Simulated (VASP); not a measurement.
# GaN (F-43m) in VASP: a series of runs

GaN is run at these levels: PBE; tasks: single point, relaxation of cell and atoms.

Everything below comes from runs of VASP 6.6.1. Logs are shortened: lines on timing, memory, paths and dates and some standing lists are left out, and cuts for length are marked.

**1. The cell of the first run**

It takes space group F-43m (No. 216, cubic). The conventional cell has a = 4.548 Å, b = 4.548 Å, c = 4.548 Å, α = 90.00°, β = 90.00°, γ = 90.00°. Within 2.6 Å of Ga (site symmetry -43m) lie 4 N at 1.97 Å. Within 2.6 Å of N (site symmetry -43m) lie 4 Ga at 1.97 Å.

**2. Single point, PBE**

The input, INCAR:

```
ALGO = Normal ; EDIFF = 1E-7
ENCUT = 520 ; GGA = PE
ISIF = 2 ; ISMEAR = 0
LASPH = T ; LCHARG = F
LREAL = F ; LWAVE = F
NBANDS = 16 ; NELM = 60
PREC = Accurate ; SIGMA = 0.01
```

The input, KPOINTS:

```
k-points
0
Gamma
  10 10 10
```

The input, POSCAR:

```
GaN
1.0
    0.0000000000      2.2742384940      2.2742384940
    2.2742384940      0.0000000000      2.2742384940
    2.2742384940      2.2742384940      0.0000000000
Ga N
1 1
Direct
    0.0000000000      0.0000000000      0.0000000000
    0.7500000000      0.7500000000      0.7500000000
```

Potentials or basis: VASP PAW PBE potentials, release 64 (Ga_d, N).

Started as:

```bash
> cat potpaw_PBE.64/Ga_d/POTCAR potpaw_PBE.64/N/POTCAR > POTCAR
> mpirun -np 1 vasp_std > vasp.out
```

OUTCAR:

```text
EDIFF = 1E-7
   ENCUT = 520
   GGA = PE
   ISIF = 2
   ISMEAR = 0
   LASPH = T
   LREAL = F
   NELM = 60
   PREC = Accurate

 ion  position               nearest neighbor table
   1  0.000  0.000  0.000-   2 1.97   2 1.97   2 1.97   2 1.97
   2  0.750  0.750  0.750-   1 1.97   1 1.97   1 1.97   1 1.97

  LATTYP: Found a face centered cubic cell.
 ALAT       =     4.5484769880

  Lattice vectors:

 A1 = (   0.0000000000,   2.2742384940,   2.2742384940)
 A2 = (   2.2742384940,   0.0000000000,   2.2742384940)
 A3 = (   2.2742384940,   2.2742384940,   0.0000000000)

Analysis of symmetry for initial positions (statically):
=====================================================================
 Subroutine PRICEL returns:
 Original cell was already a primitive cell.

 Routine SETGRP: Setting up the symmetry group for a
 face centered cubic supercell.

 Subroutine GETGRP returns: Found 24 space group operations
 (whereof 24 operations were pure point group operations)
 out of a pool of 48 trial point group operations.

The static configuration has the point symmetry T_d .

Analysis of symmetry for dynamics (positions and initial velocities):
=====================================================================
 Subroutine PRICEL returns:
 Original cell was already a primitive cell.

 Routine SETGRP: Setting up the symmetry group for a
 face centered cubic supercell.

 Subroutine GETGRP returns: Found 24 space group operations
 (whereof 24 operations were pure point group operations)
 out of a pool of 48 trial point group operations.

The dynamic configuration has the point symmetry T_d .

 Subroutine INISYM returns: Found 24 space group operations
 (whereof 24 operations are pure point group operations),
 and found     1 'primitive' translations

----------------------------------------------------------------------------------------

                                     Primitive cell

  volume of cell :      23.5255

  direct lattice vectors                    reciprocal lattice vectors
     0.000000000  2.274238494  2.274238494    -0.219853811  0.219853811  0.219853811
     2.274238494  0.000000000  2.274238494     0.219853811 -0.219853811  0.219853811
     2.274238494  2.274238494  0.000000000     0.219853811  0.219853811 -0.219853811

  length of vectors
     3.216258922  3.216258922  3.216258922     0.380797971  0.380797971  0.380797971

  position of ions in fractional coordinates (direct lattice)
     0.000000000  0.000000000  0.000000000
     0.750000000  0.750000000  0.750000000

  ion indices of the primitive-cell ions
   primitive index   ion index
                 1           1
                 2           2

----------------------------------------------------------------------------------------

 KPOINTS: k-points

Automatic generation of k-mesh.
 Grid dimensions read from file:
 generate k-points for:   10   10   10

 Generating k-lattice:

  Cartesian coordinates                     Fractional coordinates (reciprocal lattice)
    -0.021985381  0.021985381  0.021985381     0.100000000  0.000000000  0.000000000
     0.021985381 -0.021985381  0.021985381     0.000000000  0.100000000  0.000000000
     0.021985381  0.021985381 -0.021985381     0.000000000  0.000000000  0.100000000

  Length of vectors
     0.038079797  0.038079797  0.038079797

  Shift w.r.t. Gamma in fractional coordinates (k-lattice)
     0.000000000  0.000000000  0.000000000

 Subroutine IBZKPT returns following result:
 ===========================================

 Found     47 irreducible k-points:

 Following reciprocal coordinates:
            Coordinates               Weight
  0.000000  0.000000  0.000000      1.000000
  0.100000  0.000000  0.000000      8.000000
  0.200000  0.000000  0.000000      8.000000
  0.300000  0.000000  0.000000      8.000000
  0.400000  0.000000  0.000000      8.000000
  0.500000  0.000000  0.000000      4.000000
[... 16 lines left out ...]
  0.300000  0.300000  0.000000      6.000000
  0.400000  0.300000  0.000000     24.000000
 [... further k-points ...]
   k-points           NKPTS =     47   k-points in BZ     NKDIM =     47   number of bands    NBANDS=     16
   number of dos      NEDOS =    301   number of ions     NIONS =      2
   total plane-waves  NPLWV =  13824
   dimension x,y,z NGX =    24 NGY =   24 NGZ =   24
   dimension x,y,z NGXF=    48 NGYF=   48 NGZF=   48
   ions per type =               1   1
   NGX,Y,Z   is equivalent  to a cutoff of  12.41, 12.41, 12.41 a.u.
   NGXF,Y,Z  is equivalent  to a cutoff of  24.81, 24.81, 24.81 a.u.
 SYSTEM =  unknown system
   PREC   = accura    normal or accurate (medium, high low for compatibility)
   ISTART =      0    job   : 0-new  1-cont  2-samecut
   ICHARG =      2    charge: 1-file 2-atom 10-const
   ISPIN  =      1    spin polarized calculation?
   LNONCOLLINEAR =      F non collinear calculations
   LSORBIT =      F    spin-orbit coupling
   LASPH  =      T    aspherical Exc in radial PAW
   ENCUT  =  520.0 eV  38.22 Ry    6.18 a.u.   5.98  5.98  5.98*2*pi/ulx,y,z
   NELM   =     60;   NELMIN=  2; NELMDL= -5     # of ELM steps
   EDIFF  = 0.1E-06   stopping-criterion for ELM
   LREAL  =      F    real-space projection
   EDIFFG = 0.1E-05   stopping-criterion for IOM
   NSW    =      0    number of steps for IOM
   IBRION =     -1    ionic relax: 0-MD 1-quasi-New 2-CG
   NFREE  =      0    steps in history (QN), initial steepest desc. (CG)
   ISIF   =      2    stress and relaxation
   ISYM   =      2    0-nonsym 1-usesym 2-fastsym
   POTIM  = 0.5000    time-step for ionic-motion
   TEBEG  =    0.0;   TEEND  =   0.0 temperature during run
   PSTRESS=    0.0 pullay stress
   NELECT =      18.0000    total number of electrons
   NUPDOWN=      -1.0000    fix difference up-down
   EMIN   =  10.00;   EMAX   =-10.00  energy-range for DOS
   EFERMI =   0.00;   METHOD = LEGACY
   ISMEAR =     0;   SIGMA  =   0.01  broadening in eV -4-tet -1-fermi 0-gaus
   EFERMI_NEDOS =   21; number of points for ismear=-14 and -15
   IALGO  =     38    algorithm
   IMIX   =      4    mixing-type and parameters
     AMIX     =   0.40;   BMIX     =  1.00
     AMIX_MAG =   1.60;   BMIX_MAG =  1.00
  volume/ion in A,a.u.               =      11.76        79.38
  Fermi-wavevector in a.u.,A,eV,Ry     =   1.497337  2.829557 30.504523  2.242019
  Thomas-Fermi vector in A             =   2.609238
   LORBIT       =      0    0 simple, 1 ext, 2 COOP (PROOUT), +10 PAW based schemes
   GGA     = PE    functional components
   LHFCALC =     F    Hartree Fock is set to
   AEXX    =    0.0000 exact exchange contribution
   IVDW    =     0    specifies the selected vdW correction
   LEPSILON=     F    determine dielectric tensor
   LRPA    =     F    only Hartree local field effects (RPA)
 non-spin polarized calculation
 Gauss-broadening in eV      SIGMA  =   0.01
  energy-cutoff  :      520.00
  volume of cell :       23.53
 maximum number of plane-waves:       644
   NGX = 11   NGY = 11   NGZ = 11

 number of electron      17.9999986 magnetization

 Free energy of the ion-electron system (eV)
  ---------------------------------------------------
  ext. energy  EPLUGINS =         0.00000000
  ---------------------------------------------------
  free energy    TOTEN  =       -12.15355507 eV

  energy without entropy =      -12.15355507  energy(sigma->0) =      -12.15355507

 E-fermi :   5.0772     XC(G=0): -11.5206

 val. band max:        4.9868078782   @ k =   0.0000   0.0000   0.0000
 cond. band min:       6.5339487390   @ k =   0.0000   0.0000   0.0000
 fundamental gap:      1.5471408608
 Fermi energy:         5.0771961757

 k-point     1 :       0.0000    0.0000    0.0000
  band No.  band energies     occupation
      1     -10.7158      2.00000
      2      -8.4355      2.00000
      3      -8.4355      2.00000
      4      -8.4355      2.00000
      5      -8.1427      2.00000
      6      -8.1427      2.00000
[... 8 lines left out ...]
     15      23.6343      0.00000
     16      23.6343      0.00000

 k-point     2 :       0.1000    0.0000    0.0000
  band No.  band energies     occupation
      1     -10.6123      2.00000
      2      -8.4230      2.00000
      3      -8.4230      2.00000
      4      -8.3945      2.00000
      5      -8.1439      2.00000
      6      -8.1439      2.00000
[... 8 lines left out ...]
     15      22.3533      0.00000
     16      22.3533      0.00000

 k-point     3 :       0.2000    0.0000    0.0000
  band No.  band energies     occupation
      1     -10.3557      2.00000
      2      -8.3939      2.00000
      3      -8.3939      2.00000
      4      -8.2254      2.00000
      5      -8.1426      2.00000
      6      -8.1426      2.00000
[... 8 lines left out ...]
     15      21.5948      0.00000
     16      21.5948      0.00000

 k-point     4 :       0.3000    0.0000    0.0000
  band No.  band energies     occupation
      1     -10.0923      2.00000
      2      -8.3681      2.00000
      3      -8.3681      2.00000
      4      -8.1300      2.00000
      5      -8.1300      2.00000
      6      -7.8251      2.00000
[... 8 lines left out ...]
     15      22.0423      0.00000
     16      22.0423      0.00000

 k-point     5 :       0.4000    0.0000    0.0000
  band No.  band energies     occupation
      1      -9.9414      2.00000
      2      -8.3570      2.00000
      3      -8.3570      2.00000
      4      -8.1093      2.00000
      5      -8.1093      2.00000
      6      -7.2334      2.00000
[... 8 lines left out ...]
     15      23.3735      0.00000
     16      23.3735      0.00000

 k-point     6 :       0.5000    0.0000    0.0000
  band No.  band energies     occupation
      1      -9.8990      2.00000
      2      -8.3550      2.00000
      3      -8.3550      2.00000
      4      -8.0990      2.00000
      5      -8.0990      2.00000
      6      -6.8948      2.00000
[... 8 lines left out ...]
     15      24.3224      0.00000
     16      24.3224      0.00000
[... 267 lines left out ...]
 k-point    21 :      -0.3000    0.2000    0.0000
  band No.  band energies     occupation
      1      -9.8801      2.00000
      2      -8.3458      2.00000
      3      -8.3059      2.00000
      4      -8.1483      2.00000
      5      -8.1435      2.00000
      6      -7.1063      2.00000
[... 8 lines left out ...]
     15      21.9942      0.00000
     16      25.2784      0.00000

 k-point    22 :      -0.2000    0.2000    0.0000
  band No.  band energies     occupation
      1     -10.0120      2.00000
      2      -8.3527      2.00000
      3      -8.3397      2.00000
      4      -8.1627      2.00000
      5      -8.1496      2.00000
      6      -7.6561      2.00000
[... 8 lines left out ...]
     15      22.0812      0.00000
     16      25.2071      0.00000

 k-point    23 :       0.3000    0.3000    0.0000
  band No.  band energies     occupation
      1      -9.9364      2.00000
      2      -8.2929      2.00000
      3      -8.2608      2.00000
      4      -8.2608      2.00000
      5      -8.0962      2.00000
      6      -7.6331      2.00000
[... 8 lines left out ...]
     15      26.7566      0.00000
     16      26.9879      0.00000

 k-point    24 :       0.4000    0.3000    0.0000
  band No.  band energies     occupation
      1      -9.8385      2.00000
      2      -8.3117      2.00000
      3      -8.2291      2.00000
      4      -8.2290      2.00000
      5      -8.0868      2.00000
      6      -7.1857      2.00000
[... 8 lines left out ...]
     15      26.8471      0.00000
     16      27.1165      0.00000

 [... further k-points ...]
[... 5 lines left out ...]
  --------------------------------------------------------------------------------------
  -------------------------------------------------------------------------------------
  Total        0.0123397      0.0123397      0.0123397     -0.0000000      0.0000000      0.0000000
  in kB        0.8403803      0.8403803      0.8403803     -0.0000000      0.0000000      0.0000000
  external PRESSURE =       0.8403803 kB  Pullay stress =       0.0000000 kB

 VOLUME and BASIS-vectors are now :
 -----------------------------------------------------------------------------
  energy-cutoff  :      520.00
  volume of cell :       23.53
      direct lattice vectors                 reciprocal lattice vectors
     0.000000000  2.274238494  2.274238494    -0.219853811  0.219853811  0.219853811
     2.274238494  0.000000000  2.274238494     0.219853811 -0.219853811  0.219853811
     2.274238494  2.274238494  0.000000000     0.219853811  0.219853811 -0.219853811

 POSITION                                       TOTAL-FORCE (eV/Angst)
 -----------------------------------------------------------------------------------
      0.00000      0.00000      0.00000         0.000000      0.000000      0.000000
      3.41136      3.41136      3.41136        -0.000000     -0.000000     -0.000000
 -----------------------------------------------------------------------------------
    total drift:                               -0.000002     -0.000002     -0.000001

  FREE ENERGIE OF THE ION-ELECTRON SYSTEM (eV)
  ---------------------------------------------------
  free  energy   TOTEN  =       -12.1535550671 eV

  energy  without entropy=      -12.1535550671  energy(sigma->0) =      -12.15355507
```

Wall time 14 s (1 thread of Intel Xeon Platinum 8375C at 2.90GHz (Ice Lake), shared host); peak memory 0.14 GiB.

What came out:

```yaml
Free_energy: -12.1536 eV
Pressure: 0.1 GPa
Band_gap_on_the_k_mesh: 1.55 eV, direct
```

As with any semilocal functional, this PBE gap is likely too small.

[end of part 1 of 2]
